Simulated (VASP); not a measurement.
Runs of VASP 6.6.1 on SnTe. The structure is that of space group R-3m (No. 166), or close to it. The cells are those of the table. 

```tsv
cell	gap on the mesh (eV)	pressure (GPa)
a = 4.586 Å, angles 56.6°, 2 atoms	none	1.9
a = 4.777 Å, angles 52.2°, 2 atoms	none	1.2
a = 5.127 Å, angles 45.7°, 2 atoms	none	-0.7
a = 4.008 Å, angles 82.7°, 2 atoms	none	(b)
a = 4.362 Å, angles 63.2°, 2 atoms	none	1.9
a = 4.094 Å, angles 75.3°, 2 atoms	none	-0.5
a = 6.137 Å, angles 33.6°, 2 atoms	none	-3.1
a = 4.254 Å, angles 67.3°, 2 atoms	none	(a)
```

Alike in all rows: task single point; level PBE; potentials or basis VASP PAW PBE potentials, release 64 (Sn_d, Te); no spin polarisation; k mesh 10 × 10 × 10; cutoff (eV) 520; smearing gaussian 0.03 eV.

Q: Estimate the missing entries.

A: (a) 1.4; (b) -2.0.

Caveats: spin-orbit coupling is left out, which moves the levels of the heavy elements.

A k mesh can miss the band edges, and the runs leave out spin-orbit coupling on Sn, Te.

A gap of «none» marks levels without a gap at the run's occupations.
